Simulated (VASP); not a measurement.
# KF (P6_3/mmc) in VASP: dielectric tensor with PBE

Aim: the dielectric tensor of KF with PBE.

All numbers are computed with VASP 6.6.1; they aren't measurements. Logs are shortened: lines on timing, memory, paths and dates and some standing lists are left out, and cuts for length are marked.

## 1. The cell of the first run

The structure is hexagonal, space group P6_3/mmc (No. 194). Conventional cell: a = 3.660 Å, b = 3.660 Å, c = 6.479 Å, α = 90.00°, β = 90.00°, γ = 120.00°. K (site symmetry -3m) has 6 F at 2.66 Å and 2 K at 3.24 Å within 3.5 Å. Within 3.5 Å of F (site symmetry -6m2) lie 6 K at 2.66 Å.

## 2. Dielectric tensor, PBE

Contents of INCAR:

```
ALGO     = Normal         # electronic algorithm
EDIFF    = 1E-8           # SCF threshold, eV
ENCUT    = 520            # plane-wave cutoff, eV
GGA      = PE             # functional
ISIF     = 2              # what is computed and relaxed
ISMEAR   = 0              # smearing method
LASPH    = True           # aspherical terms in the spheres
LCHARG   = False          # write CHGCAR
LEPSILON = True           # dielectric tensor by DFPT
LREAL    = False          # projectors in reciprocal space
LWAVE    = False          # write WAVECAR
NELM     = 60             # most SCF steps
PREC     = Accurate       # precision mode
SIGMA    = 0.01           # smearing width, eV
```

Contents of KPOINTS:

```
k-points
0
Gamma
  6 6 4
```

Contents of POSCAR:

```
KF
1.0
    3.6599340438      0.0000000000      0.0000000000
   -1.8299670219      3.1695958582      0.0000000000
    0.0000000000      0.0000000000      6.4788100681
K F
2 2
Direct
    0.0000000000      0.0000000000      0.0000000000
    0.0000000000      0.0000000000      0.5000000000
    0.3333333333      0.6666666667      0.2500000000
    0.6666666667      0.3333333333      0.7500000000
```

Potentials or basis: VASP PAW PBE potentials, release 64 (K_sv, F).

Run with:

```bash
> cat potpaw_PBE.64/K_sv/POTCAR potpaw_PBE.64/F/POTCAR > POTCAR
> mpirun -np 1 vasp_std > vasp.out
```

OUTCAR:

```text
EDIFF = 1E-8
   ENCUT = 520
   GGA = PE
   ISIF = 2
   ISMEAR = 0
   LASPH = True
   LEPSILON = True
   LREAL = False
   NELM = 60
   PREC = Accurate

 ion  position               nearest neighbor table
   1  0.000  0.000  0.000-   3 2.66   4 2.66   4 2.66   3 2.66   4 2.66   3 2.66   2 3.24   2 3.24

   2  0.000  0.000  0.500-   3 2.66   4 2.66   4 2.66   3 2.66   4 2.66   3 2.66   1 3.24   1 3.24

   3  0.333  0.667  0.250-   1 2.66   2 2.66   1 2.66   2 2.66   1 2.66   2 2.66
   4  0.667  0.333  0.750-   1 2.66   2 2.66   1 2.66   2 2.66   1 2.66   2 2.66

  LATTYP: Found a hexagonal cell.
 ALAT       =     3.6599340438
 C/A-ratio  =     1.7701985857

  Lattice vectors:

 A1 = (   3.6599340438,   0.0000000000,   0.0000000000)
 A2 = (  -1.8299670219,   3.1695958582,   0.0000000000)
 A3 = (   0.0000000000,   0.0000000000,   6.4788100681)

Analysis of symmetry for initial positions (statically):
=====================================================================
 Subroutine PRICEL returns:
 Original cell was already a primitive cell.

 Routine SETGRP: Setting up the symmetry group for a
 hexagonal supercell.

 Subroutine GETGRP returns: Found 24 space group operations
 (whereof 12 operations were pure point group operations)
 out of a pool of 24 trial point group operations.

The static configuration has the point symmetry D_3d.
 The point group associated with its full space group is D_6h.

Analysis of symmetry for dynamics (positions and initial velocities):
=====================================================================
 Subroutine PRICEL returns:
 Original cell was already a primitive cell.

 Routine SETGRP: Setting up the symmetry group for a
 hexagonal supercell.

 Subroutine GETGRP returns: Found 24 space group operations
 (whereof 12 operations were pure point group operations)
 out of a pool of 24 trial point group operations.

The dynamic configuration has the point symmetry D_3d.
 The point group associated with its full space group is D_6h.

 Subroutine INISYM returns: Found 24 space group operations
 (whereof 12 operations are pure point group operations),
 and found     1 'primitive' translations

----------------------------------------------------------------------------------------

                                     Primitive cell

  volume of cell :      75.1575

  direct lattice vectors                    reciprocal lattice vectors
     3.659934044  0.000000000  0.000000000     0.273228968  0.157748818  0.000000000
    -1.829967022  3.169595858  0.000000000     0.000000000  0.315497636  0.000000000
     0.000000000  0.000000000  6.478810068     0.000000000  0.000000000  0.154349331

  length of vectors
     3.659934044  3.659934044  6.478810068     0.315497636  0.315497636  0.154349331

  position of ions in fractional coordinates (direct lattice)
     0.000000000  0.000000000  0.000000000
     0.000000000  0.000000000  0.500000000
     0.333333333  0.666666667  0.250000000
     0.666666667  0.333333333  0.750000000

  ion indices of the primitive-cell ions
   primitive index   ion index
                 1           1
                 2           2
                 3           3
                 4           4

----------------------------------------------------------------------------------------

 KPOINTS: k-points

Automatic generation of k-mesh.
 Grid dimensions read from file:
 generate k-points for:    6    6    4

 Generating k-lattice:

  Cartesian coordinates                     Fractional coordinates (reciprocal lattice)
     0.045538161  0.026291470  0.000000000     0.166666667  0.000000000  0.000000000
[... 82 lines left out ...]
   AEXX    =    0.0000 exact exchange contribution
   IVDW    =     0    specifies the selected vdW correction
   LEPSILON=     T    determine dielectric tensor
   LRPA    =     F    only Hartree local field effects (RPA)
 non-spin polarized calculation
 Gauss-broadening in eV      SIGMA  =   0.01
  energy-cutoff  :      520.00
  volume of cell :       75.16
 maximum number of plane-waves:      2043
 NGX is ok and might be reduce to    28
   NGX = 13   NGY = 13   NGZ = 25

--------------------------------------- Ionic step        1  -------------------------------------------

 number of electron      32.0000001 magnetization

 E-fermi :  -2.5965     XC(G=0):  -8.4745

 val. band max:       -2.7103373979   @ k =   0.0000   0.0000   0.0000
 cond. band min:       3.4767074336   @ k =   0.0000   0.0000   0.0000
 fundamental gap:      6.1870448315
 Fermi energy:        -2.5964920117

 k-point     1 :       0.0000    0.0000    0.0000
  band No.  band energies     occupation
      1     -29.0269      2.00000
      2     -28.8836      2.00000
      3     -21.5253      2.00000
      4     -21.4109      2.00000
      5     -12.6995      2.00000
      6     -12.2630      2.00000
[... 472 lines left out ...]
     19       7.9778      0.00000
     20       7.9778      0.00000

  FORCE on cell =-STRESS in cart. coord.  units (eV):
  Direction    XX          YY          ZZ          XY          YZ          ZX
  --------------------------------------------------------------------------------------
  -------------------------------------------------------------------------------------
  Total        0.9264063      0.9264063      1.0496916      0.0000000      0.0000000     -0.0000000
  in kB       19.7487540     19.7487540     22.3769002      0.0000000      0.0000000     -0.0000000
  external PRESSURE =      20.6248027 kB  Pullay stress =       0.0000000 kB

 VOLUME and BASIS-vectors are now :
 -----------------------------------------------------------------------------
  energy-cutoff  :      520.00
  volume of cell :       75.16
      direct lattice vectors                 reciprocal lattice vectors
     3.659934044  0.000000000  0.000000000     0.273228968  0.157748818  0.000000000
    -1.829967022  3.169595858  0.000000000     0.000000000  0.315497636  0.000000000
     0.000000000  0.000000000  6.478810068     0.000000000  0.000000000  0.154349331

 POSITION                                       TOTAL-FORCE (eV/Angst)
 -----------------------------------------------------------------------------------
      0.00000      0.00000      0.00000         0.000000      0.000000      0.000000
      0.00000      0.00000      3.23941         0.000000      0.000000      0.000000
     -0.00000      2.11306      1.61970        -0.000000     -0.000000      0.000000
      1.82997      1.05653      4.85911        -0.000000      0.000000      0.000000
 -----------------------------------------------------------------------------------
    total drift:                                0.000000     -0.000000      0.000000

  FREE ENERGIE OF THE ION-ELECTRON SYSTEM (eV)
  ---------------------------------------------------
  free  energy   TOTEN  =       -16.4018574270 eV

  energy  without entropy=      -16.4018574270  energy(sigma->0) =      -16.40185743

 HEAD OF MICROSCOPIC STATIC DIELECTRIC TENSOR (INDEPENDENT PARTICLE, excluding Hartree and local field effects)
 ------------------------------------------------------
           2.108878     0.000000     0.000000
           0.000000     2.108878     0.000000
           0.000000     0.000000     2.136462
 ------------------------------------------------------

 Free energy of the ion-electron system (eV)
  ---------------------------------------------------
  ---------------------------------------------------
  free energy    TOTEN  =        -0.22530850 eV

  energy without entropy =       -0.22530850

------------------------ aborting loop because EDIFF is reached ----------------------------------------

--------------------------------------- Ionic step        2  -------------------------------------------

------------------------ aborting loop because EDIFF is reached ----------------------------------------

--------------------------------------- Ionic step        3  -------------------------------------------

 Free energy of the ion-electron system (eV)
  ---------------------------------------------------
  ---------------------------------------------------
  free energy    TOTEN  =        -0.23562076 eV

  energy without entropy =       -0.23562076

------------------------ aborting loop because EDIFF is reached ----------------------------------------

 PIEZOELECTRIC TENSOR FIELD DIRECTION 3  (e Angst)
 -----------------------------------------------------------------------------
     0.00010 -0.00000 -0.00000           (  0.00000  0.00000  0.00000)
    -0.00000  0.00010  0.00000           (  0.00000  0.00000 -0.00000)
     0.00000 -0.00000 -0.00018           (  0.00000 -0.00000 -0.00000)

 PIEZOELECTRIC TENSOR FIELD DIRECTION 3  (C/m^2)
 -----------------------------------------------------------------------------
     0.00002 -0.00000 -0.00000
    -0.00000  0.00002  0.00000
     0.00000 -0.00000 -0.00004

 MACROSCOPIC STATIC DIELECTRIC TENSOR (including local field effects in DFT)
 ------------------------------------------------------
           1.983716     0.000000     0.000000
           0.000000     1.983716    -0.000000
          -0.000000    -0.000000     2.028532
 ------------------------------------------------------

 PIEZOELECTRIC TENSOR (including local field effects)  for field in x, y, z        (e  Angst)
          XX          YY          ZZ          XY          YZ          ZX
  --------------------------------------------------------------------------------
  x     0.00000     0.00000     0.00000     0.00000     0.00000     0.00000
  y     0.00000     0.00000     0.00000     0.00000     0.00000     0.00000
  z     0.00000     0.00000     0.00000     0.00000     0.00000     0.00000

 PIEZOELECTRIC TENSOR (including local field effects)  for field in x, y, z        (C/m^2)
          XX          YY          ZZ          XY          YZ          ZX
  --------------------------------------------------------------------------------
  x     0.00000     0.00000     0.00000     0.00000     0.00000     0.00000
  y     0.00000     0.00000     0.00000     0.00000     0.00000     0.00000
  z     0.00000     0.00000     0.00000     0.00000     0.00000     0.00000

 BORN EFFECTIVE CHARGES (including local field effects) (in |e|, cummulative output)
 ---------------------------------------------------------------------------------
 ion    1
    1     1.12344     0.00000     0.00000
    2     0.00000     1.12344     0.00000
    3     0.00000     0.00000     1.17830
 ion    2
    1     1.12344     0.00000     0.00000
    2     0.00000     1.12344    -0.00000
    3     0.00000    -0.00000     1.17830
 ion    3
    1    -1.12344     0.00000     0.00000
    2     0.00000    -1.12344     0.00000
    3     0.00000    -0.00000    -1.17830
 ion    4
    1    -1.12344     0.00000     0.00000
    2     0.00000    -1.12344     0.00000
    3    -0.00000    -0.00000    -1.17830
```

It took 4.9 min on 1 thread of AMD EPYC 9R45 (Zen 5), shared host; peak memory 0.28 GiB.

Results:

| Item | Value |
| --- | --- |
| Band gap on the k mesh | 6.19 eV |
| Electronic dielectric tensor (diagonal) | 1.98, 1.98, 2.03 |
| Born charges (mean of the diagonal) | K +1.14; F -1.14 e |

Electronic dielectric tensor:
```
1.98 0.00 0.00
0.00 1.98 0.00
0.00 0.00 2.03
```

Born effective charge tensors (e):
atom 1, K
```
1.12 0.00 0.00
0.00 1.12 0.00
0.00 0.00 1.18
```
atom 2, K
```
1.12 0.00 0.00
0.00 1.12 0.00
0.00 0.00 1.18
```
atom 3, F
```
-1.12  0.00  0.00
 0.00 -1.12  0.00
 0.00  0.00 -1.18
```
atom 4, F
```
-1.12  0.00  0.00
 0.00 -1.12  0.00
 0.00  0.00 -1.18
```

A k mesh can miss the band edges.
